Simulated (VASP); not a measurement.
Wanted: the native input for a VASP 6.6.1 run.

```
Task                   : single point
Functional             : PBE
Potentials or basis    : VASP PAW PBE potentials, release 64 (Si, W_sv)
Cutoff                 : 520 eV
k mesh                 : 4 × 4 × 6
Occupations            : gaussian, width 0.1 eV
Spin                   : no spin polarisation
Dipole correction      : no
Further INCAR settings : ALGO = Normal; EDIFF = 1e-06; NBANDS = 38
```

The structure of SiW4 lies in POSCAR:

```
SiW4
1.0
    3.4360286800     -3.6080686000      0.0000000000
    3.4360286800      3.6080686000      0.0000000000
    0.0000000000      0.0000000000      3.0854488800
Si W
1 4
Direct
    0.0000000000      0.0000000000      0.0000000000
    0.8105999900      0.1894000100      0.5000000000
    0.1894000100      0.8105999900      0.5000000000
    0.2852000000      0.2852000000      0.0000000000
    0.7148000000      0.7148000000      0.0000000000
```

The cell was built from a structure type or drawn by symmetry, and may not be a known phase.

One way to write it, as run:

INCAR

```
SYSTEM = SiW4
  PREC = Accurate
  ENCUT = 520
  EDIFF = 1E-6
  ISMEAR = 0
  SIGMA = 0.1
  LREAL = .FALSE.
  LASPH = .TRUE.
  NELM = 60
  ALGO = Normal
  ISIF = 2
  LWAVE = .FALSE.
  LCHARG = .FALSE.
  GGA = PE
  NBANDS = 38
```

KPOINTS

```
Automatic mesh
0
G
  4 4 6
  0 0 0
```

Potentials or basis: VASP PAW PBE potentials, release 64 (Si, W_sv).

The run is started by

```sh
$ cat potpaw_PBE.64/Si/POTCAR potpaw_PBE.64/W_sv/POTCAR > POTCAR
$ mpirun -np 1 vasp_std > vasp.out
```

Results of the run:

| Quantity | Value |
| --- | --- |
| Pressure | 66.6 GPa |
| Largest force | 13.523 eV/Å |
| Band gap on the k mesh | zero (bands 30 and 31 overlap by 1.28 eV) |

Caveat: the cell stands under pressure; spin-orbit coupling is left out, which moves the levels of the heavy elements; forces of over 1 eV/Å act on the atoms, so gaps and moduli don't describe the material at rest.

It took 110 s on 1 thread of Intel Xeon 8259CL, with other jobs on the host, peak memory 0.22 GiB.
